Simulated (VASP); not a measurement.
# BN (Qingsongite) (F-43m) in VASP: a series of runs

BN (Qingsongite) is run at these levels: PBE; tasks: single point, relaxation of cell and atoms.

All numbers are computed with VASP 6.6.1; they aren't measurements. Logs are shortened: lines on timing, memory, paths and dates and some standing lists are left out, and cuts for length are marked.

**1. The cell of the first run**

It takes space group F-43m (No. 216, cubic). The conventional cell has a = 3.315 Å, b = 3.315 Å, c = 3.315 Å, α = 90.00°, β = 90.00°, γ = 90.00°. B (site symmetry -43m) has 4 N at 1.44 Å within 1.9 Å. Within 1.9 Å of N (site symmetry -43m) lie 4 B at 1.44 Å.

**2. Single point, PBE**

Input file INCAR:

```
SYSTEM = BN
PREC = Accurate ; ENCUT = 600
EDIFF = 1E-6 ; ISMEAR = 0
SIGMA = 0.01 ; LREAL = .False.
LASPH = .True. ; NELM = 120
ALGO = Normal ; ISIF = 2
LWAVE = .False. ; LCHARG = .True.
GGA = PE ; LELF = .True.
LVHAR = .True. ; NBANDS = 11
GGA_COMPAT = .False.
```

Input file KPOINTS:

```
regular mesh
0
Gamma
  12 12 12
  0 0 0
```

Input file POSCAR:

```
BN
1.0
    0.0000000000      1.6573172282      1.6573172282
    1.6573172282      0.0000000000      1.6573172282
    1.6573172282      1.6573172282      0.0000000000
B N
1 1
Direct
    0.0000000000      0.0000000000      0.0000000000
    0.2500000000      0.2500000000      0.2500000000
```

Potentials or basis: VASP PAW PBE potentials, release 64 (B, N).

Command:

```console
$ cat potpaw_PBE.64/B/POTCAR potpaw_PBE.64/N/POTCAR > POTCAR
$ mpirun -np 1 vasp_std > vasp.out
```

OUTCAR:

```text
SYSTEM = BN
   PREC = Accurate
   ENCUT = 600
   EDIFF = 1E-6
   ISMEAR = 0
   LREAL = .False.
   LASPH = .True.
   NELM = 120
   ISIF = 2
   GGA = PE

 ion  position               nearest neighbor table
   1  0.000  0.000  0.000-   2 1.44   2 1.44   2 1.44   2 1.44
   2  0.250  0.250  0.250-   1 1.44   1 1.44   1 1.44   1 1.44

  LATTYP: Found a face centered cubic cell.
 ALAT       =     3.3146344564

  Lattice vectors:

 A1 = (   0.0000000000,   1.6573172282,   1.6573172282)
 A2 = (   1.6573172282,   0.0000000000,   1.6573172282)
 A3 = (   1.6573172282,   1.6573172282,   0.0000000000)

Analysis of symmetry for initial positions (statically):
=====================================================================
 Subroutine PRICEL returns:
 Original cell was already a primitive cell.

 Routine SETGRP: Setting up the symmetry group for a
 face centered cubic supercell.

 Subroutine GETGRP returns: Found 24 space group operations
 (whereof 24 operations were pure point group operations)
 out of a pool of 48 trial point group operations.

The static configuration has the point symmetry T_d .

Analysis of symmetry for dynamics (positions and initial velocities):
=====================================================================
 Subroutine PRICEL returns:
 Original cell was already a primitive cell.

 Routine SETGRP: Setting up the symmetry group for a
 face centered cubic supercell.

 Subroutine GETGRP returns: Found 24 space group operations
 (whereof 24 operations were pure point group operations)
 out of a pool of 48 trial point group operations.

The dynamic configuration has the point symmetry T_d .

 Subroutine INISYM returns: Found 24 space group operations
 (whereof 24 operations are pure point group operations),
 and found     1 'primitive' translations

----------------------------------------------------------------------------------------

                                     Primitive cell

  volume of cell :       9.1043

  direct lattice vectors                    reciprocal lattice vectors
     0.000000000  1.657317228  1.657317228    -0.301692393  0.301692393  0.301692393
     1.657317228  0.000000000  1.657317228     0.301692393 -0.301692393  0.301692393
     1.657317228  1.657317228  0.000000000     0.301692393  0.301692393 -0.301692393

  length of vectors
     2.343800501  2.343800501  2.343800501     0.522546552  0.522546552  0.522546552

  position of ions in fractional coordinates (direct lattice)
     0.000000000  0.000000000  0.000000000
     0.250000000  0.250000000  0.250000000

  ion indices of the primitive-cell ions
   primitive index   ion index
                 1           1
                 2           2

----------------------------------------------------------------------------------------

 KPOINTS: regular mesh

Automatic generation of k-mesh.
 Grid dimensions read from file:
 generate k-points for:   12   12   12

 Generating k-lattice:

  Cartesian coordinates                     Fractional coordinates (reciprocal lattice)
    -0.025141033  0.025141033  0.025141033     0.083333333  0.000000000  0.000000000
     0.025141033 -0.025141033  0.025141033     0.000000000  0.083333333  0.000000000
     0.025141033  0.025141033 -0.025141033     0.000000000  0.000000000  0.083333333

  Length of vectors
     0.043545546  0.043545546  0.043545546

  Shift w.r.t. Gamma in fractional coordinates (k-lattice)
     0.000000000  0.000000000  0.000000000

 Subroutine IBZKPT returns following result:
 ===========================================

 Found     72 irreducible k-points:

 Following reciprocal coordinates:
            Coordinates               Weight
  0.000000  0.000000  0.000000      1.000000
  0.083333  0.000000  0.000000      8.000000
  0.166667  0.000000  0.000000      8.000000
  0.250000  0.000000  0.000000      8.000000
  0.333333  0.000000  0.000000      8.000000
  0.416667  0.000000  0.000000      8.000000
[... 16 lines left out ...]
  0.500000  0.166667  0.000000     24.000000
 -0.416667  0.166667  0.000000     24.000000
 [... further k-points ...]
   k-points           NKPTS =     72   k-points in BZ     NKDIM =     72   number of bands    NBANDS=     11
   number of dos      NEDOS =    301   number of ions     NIONS =      2
   total plane-waves  NPLWV =   8000
   dimension x,y,z NGX =    20 NGY =   20 NGZ =   20
   dimension x,y,z NGXF=    40 NGYF=   40 NGZF=   40
   ions per type =               1   1
   NGX,Y,Z   is equivalent  to a cutoff of  14.19, 14.19, 14.19 a.u.
   NGXF,Y,Z  is equivalent  to a cutoff of  28.37, 28.37, 28.37 a.u.
 SYSTEM =  BN
   PREC   = accura    normal or accurate (medium, high low for compatibility)
   ISTART =      0    job   : 0-new  1-cont  2-samecut
   ICHARG =      2    charge: 1-file 2-atom 10-const
   ISPIN  =      1    spin polarized calculation?
   LNONCOLLINEAR =      F non collinear calculations
   LSORBIT =      F    spin-orbit coupling
   LASPH  =      T    aspherical Exc in radial PAW
   ENCUT  =  600.0 eV  44.10 Ry    6.64 a.u.   4.68  4.68  4.68*2*pi/ulx,y,z
   NELM   =    120;   NELMIN=  2; NELMDL= -5     # of ELM steps
   EDIFF  = 0.1E-05   stopping-criterion for ELM
   LREAL  =      F    real-space projection
   EDIFFG = 0.1E-04   stopping-criterion for IOM
   NSW    =      0    number of steps for IOM
   IBRION =     -1    ionic relax: 0-MD 1-quasi-New 2-CG
   NFREE  =      0    steps in history (QN), initial steepest desc. (CG)
   ISIF   =      2    stress and relaxation
   ISYM   =      2    0-nonsym 1-usesym 2-fastsym
   POTIM  = 0.5000    time-step for ionic-motion
   TEBEG  =    0.0;   TEEND  =   0.0 temperature during run
   PSTRESS=    0.0 pullay stress
   NELECT =       8.0000    total number of electrons
   NUPDOWN=      -1.0000    fix difference up-down
   EMIN   =  10.00;   EMAX   =-10.00  energy-range for DOS
   EFERMI =   0.00;   METHOD = LEGACY
   ISMEAR =     0;   SIGMA  =   0.01  broadening in eV -4-tet -1-fermi 0-gaus
   EFERMI_NEDOS =   21; number of points for ismear=-14 and -15
   IALGO  =     38    algorithm
   IMIX   =      4    mixing-type and parameters
     AMIX     =   0.40;   BMIX     =  1.00
     AMIX_MAG =   1.60;   BMIX_MAG =  1.00
  volume/ion in A,a.u.               =       4.55        30.72
  Fermi-wavevector in a.u.,A,eV,Ry     =   1.568035  2.963157 33.453119  2.458735
  Thomas-Fermi vector in A             =   2.670126
   LORBIT       =      0    0 simple, 1 ext, 2 COOP (PROOUT), +10 PAW based schemes
   GGA     = PE    functional components
   LHFCALC =     F    Hartree Fock is set to
   AEXX    =    0.0000 exact exchange contribution
   IVDW    =     0    specifies the selected vdW correction
   LEPSILON=     F    determine dielectric tensor
   LRPA    =     F    only Hartree local field effects (RPA)
 non-spin polarized calculation
 Gauss-broadening in eV      SIGMA  =   0.01
  energy-cutoff  :      600.00
  volume of cell :        9.10
 maximum number of plane-waves:       313
   NGX =  9   NGY =  9   NGZ =  9

 number of electron       7.9999999 magnetization

 Free energy of the ion-electron system (eV)
  ---------------------------------------------------
  ext. energy  EPLUGINS =         0.00000000
  ---------------------------------------------------
  free energy    TOTEN  =       -16.28640017 eV

  energy without entropy =      -16.28640017  energy(sigma->0) =      -16.28640017

 E-fermi :  11.0177     XC(G=0): -14.1546

 val. band max:       10.9682104769   @ k =   0.0000   0.0000   0.0000
 cond. band min:      15.6605910474   @ k =   0.5000   0.5000   0.0000
 fundamental gap:      4.6923805705
 Fermi energy:        11.0177209771

 k-point     1 :       0.0000    0.0000    0.0000
  band No.  band energies     occupation
      1     -12.5408      2.00000
      2      10.9682      2.00000
      3      10.9682      2.00000
      4      10.9682      2.00000
      5      21.0324      0.00000
      6      21.0324      0.00000
      7      21.0324      0.00000
      8      25.8872      0.00000
      9      40.9130      0.00000
     10      42.1290      0.00000
     11      42.1290      0.00000

 k-point     2 :       0.0833    0.0000    0.0000
  band No.  band energies     occupation
      1     -12.3354      2.00000
      2       9.8632      2.00000
      3      10.7267      2.00000
      4      10.7267      2.00000
      5      21.3983      0.00000
      6      21.3983      0.00000
      7      21.5550      0.00000
      8      26.3281      0.00000
      9      39.4030      0.00000
     10      39.4030      0.00000
     11      39.7092      0.00000

 k-point     3 :       0.1667    0.0000    0.0000
  band No.  band energies     occupation
      1     -11.7238      2.00000
      2       7.3248      2.00000
      3      10.1495      2.00000
      4      10.1495      2.00000
      5      22.2230      0.00000
      6      22.2230      0.00000
      7      22.5150      0.00000
      8      27.3569      0.00000
      9      37.5317      0.00000
     10      37.5317      0.00000
     11      38.4167      0.00000

 k-point     4 :       0.2500    0.0000    0.0000
  band No.  band energies     occupation
      1     -10.7237      2.00000
      2       4.3322      2.00000
      3       9.4971      2.00000
      4       9.4971      2.00000
      5      22.9374      0.00000
      6      22.9374      0.00000
      7      23.4060      0.00000
      8      28.2648      0.00000
      9      37.1715      0.00000
     10      37.1715      0.00000
     11      37.9420      0.00000

 k-point     5 :       0.3333    0.0000    0.0000
  band No.  band energies     occupation
      1      -9.3849      2.00000
      2       1.3896      2.00000
      3       8.9498      2.00000
      4       8.9498      2.00000
      5      23.1951      0.00000
      6      23.1951      0.00000
      7      24.1343      0.00000
      8      28.6971      0.00000
      9      38.1604      0.00000
     10      38.4192      0.00000
     11      38.4192      0.00000
[... 211 lines left out ...]
 k-point    21 :       0.3333    0.1667    0.0000
  band No.  band energies     occupation
      1      -9.6167      2.00000
      2       3.6408      2.00000
      3       7.3321      2.00000
      4       7.9687      2.00000
      5      20.3678      0.00000
      6      25.5962      0.00000
      7      26.1866      0.00000
      8      26.9257      0.00000
      9      33.9345      0.00000
     10      42.6457      0.00000
     11      42.8487      0.00000

 k-point    22 :       0.4167    0.1667    0.0000
  band No.  band energies     occupation
      1      -8.2256      2.00000
      2       0.9959      2.00000
      3       7.1116      2.00000
      4       7.1500      2.00000
      5      20.6953      0.00000
      6      26.1531      0.00000
      7      26.1538      0.00000
      8      28.0655      0.00000
      9      34.9452      0.00000
     10      42.5381      0.00000
     11      43.6425      0.00000

 k-point    23 :       0.5000    0.1667    0.0000
  band No.  band energies     occupation
      1      -6.8383      2.00000
      2      -1.1119      2.00000
      3       6.4018      2.00000
      4       7.2198      2.00000
      5      20.9722      0.00000
      6      25.7367      0.00000
      7      26.6730      0.00000
      8      29.4796      0.00000
      9      35.3227      0.00000
     10      42.8627      0.00000
     11      43.0422      0.00000

 k-point    24 :      -0.4167    0.1667    0.0000
  band No.  band energies     occupation
      1      -6.5375      2.00000
      2      -1.5183      2.00000
      3       5.8771      2.00000
      4       7.6374      2.00000
      5      21.4603      0.00000
      6      25.2130      0.00000
      7      26.7165      0.00000
      8      30.2964      0.00000
      9      35.6756      0.00000
     10      39.8086      0.00000
     11      43.4848      0.00000

 [... further k-points ...]

------------------------ aborting loop because EDIFF is reached ----------------------------------------

  FORCE on cell =-STRESS in cart. coord.  units (eV):
  Direction    XX          YY          ZZ          XY          YZ          ZX
  --------------------------------------------------------------------------------------
  -------------------------------------------------------------------------------------
  Total        9.2537372      9.2537372      9.2537372     -0.0000000      0.0000000      0.0000000
  in kB     1628.4739344   1628.4739344   1628.4739344     -0.0000000      0.0000000      0.0000000
  external PRESSURE =    1628.4739344 kB  Pullay stress =       0.0000000 kB

 VOLUME and BASIS-vectors are now :
 -----------------------------------------------------------------------------
  energy-cutoff  :      600.00
  volume of cell :        9.10
      direct lattice vectors                 reciprocal lattice vectors
     0.000000000  1.657317228  1.657317228    -0.301692393  0.301692393  0.301692393
     1.657317228  0.000000000  1.657317228     0.301692393 -0.301692393  0.301692393
     1.657317228  1.657317228  0.000000000     0.301692393  0.301692393 -0.301692393

 POSITION                                       TOTAL-FORCE (eV/Angst)
 -----------------------------------------------------------------------------------
      0.00000      0.00000      0.00000         0.000000      0.000000      0.000000
      0.82866      0.82866      0.82866        -0.000000     -0.000000     -0.000000
 -----------------------------------------------------------------------------------
    total drift:                                0.000000      0.000000     -0.000000

  FREE ENERGIE OF THE ION-ELECTRON SYSTEM (eV)
  ---------------------------------------------------
  free  energy   TOTEN  =       -16.2864001708 eV

  energy  without entropy=      -16.2864001708  energy(sigma->0) =      -16.28640017
```

Wall time 19 s (1 thread of Intel Xeon 8259CL, shared host); peak memory 0.12 GiB.

Results:

- Free energy: -16.2864 eV
- Pressure: 162.8 GPa
- Band gap on the k mesh: 4.69 eV, indirect (least direct gap 10.06 eV)

Levels at points of the mesh, in eV from the valence-band top:
| k point | band 1 | band 2 | band 3 | band 4 | band 5 | band 6 | band 7 | band 8 | band 9 |
| --- | --- | --- | --- | --- | --- | --- | --- | --- | --- |
| (0.00, 0.00, 0.00) | -23.51 | 0.00 | 0.00 | 0.00 | 10.06 | 10.06 | 10.06 | 14.92 | 29.94 |
| (0.50, 0.00, 0.00) | -17.96 | -13.34 | -2.49 | -2.49 | 12.12 | 12.12 | 13.81 | 17.93 | 27.76 |
| (0.50, 0.50, 0.00) | -16.21 | -10.83 | -6.35 | -6.35 | 4.69 | 10.67 | 22.28 | 22.28 | 25.85 |

**3. Single point, PBE**

Input file INCAR:

```
  ALGO = Normal
  EDIFF = 1E-6
  ENCUT = 600
  GGA = PE
  GGA_COMPAT = False
  ISIF = 2
  ISMEAR = 0
  LASPH = True
  LCHARG = False
  LREAL = False
  LWAVE = False
  NBANDS = 11
  NELM = 120
  PREC = Accurate
  SIGMA = 0.02
```

Input file KPOINTS:

```
k-points
0
Gamma
  12 12 12
```

POSCAR is that of step 2.

Potentials or basis: VASP PAW PBE potentials, release 64 (B, N).

Command:

```console
$ cat potpaw_PBE.64/B/POTCAR potpaw_PBE.64/N/POTCAR > POTCAR
$ mpirun -np 1 vasp_std > vasp.out
```

OUTCAR:

```text
EDIFF = 1E-6
   ENCUT = 600
   GGA = PE
   ISIF = 2
   ISMEAR = 0
   LASPH = True
   LREAL = False
   NELM = 120
   PREC = Accurate

 ion  position               nearest neighbor table
   1  0.000  0.000  0.000-   2 1.44   2 1.44   2 1.44   2 1.44
   2  0.250  0.250  0.250-   1 1.44   1 1.44   1 1.44   1 1.44

  LATTYP: Found a face centered cubic cell.
 ALAT       =     3.3146344564

  Lattice vectors:

 A1 = (   0.0000000000,   1.6573172282,   1.6573172282)
[... 522 lines left out ...]
------------------------ aborting loop because EDIFF is reached ----------------------------------------

  FORCE on cell =-STRESS in cart. coord.  units (eV):
  Direction    XX          YY          ZZ          XY          YZ          ZX
  --------------------------------------------------------------------------------------
  -------------------------------------------------------------------------------------
  Total        9.2537372      9.2537372      9.2537372     -0.0000000     -0.0000000      0.0000000
  in kB     1628.4739343   1628.4739343   1628.4739343     -0.0000000     -0.0000000      0.0000000
  external PRESSURE =    1628.4739343 kB  Pullay stress =       0.0000000 kB

 VOLUME and BASIS-vectors are now :
 -----------------------------------------------------------------------------
  energy-cutoff  :      600.00
  volume of cell :        9.10
      direct lattice vectors                 reciprocal lattice vectors
     0.000000000  1.657317228  1.657317228    -0.301692393  0.301692393  0.301692393
     1.657317228  0.000000000  1.657317228     0.301692393 -0.301692393  0.301692393
     1.657317228  1.657317228  0.000000000     0.301692393  0.301692393 -0.301692393

 POSITION                                       TOTAL-FORCE (eV/Angst)
 -----------------------------------------------------------------------------------
      0.00000      0.00000      0.00000         0.000000      0.000000      0.000000
      0.82866      0.82866      0.82866        -0.000000     -0.000000     -0.000000
 -----------------------------------------------------------------------------------
    total drift:                                0.000000      0.000000     -0.000000

  FREE ENERGIE OF THE ION-ELECTRON SYSTEM (eV)
  ---------------------------------------------------
  free  energy   TOTEN  =       -16.2864001709 eV

  energy  without entropy=      -16.2864001709  energy(sigma->0) =      -16.28640017
```

stdout:

```text
POSCAR found type information on POSCAR B N
 POSCAR found :  2 types and       2 ions
 scaLAPACK will be used
 LDA part: xc-table for (Slater+PW92), standard interpolation
 POSCAR, INCAR and KPOINTS ok, starting setup
 FFT: planning ... GRIDC
 FFT: planning ... GRID_SOFT
 FFT: planning ... GRID
 WAVECAR not read
 entering main loop
```

It took 18 s on 1 thread of Intel Xeon 8259CL, shared host; peak memory 0.12 GiB.

Results:

```yaml
Free_energy: -16.2864 eV
Pressure: 162.8 GPa
Band_gap_on_the_k_mesh: 4.69 eV, indirect (least direct gap 10.06 eV)
```

[end of part 1 of 2]
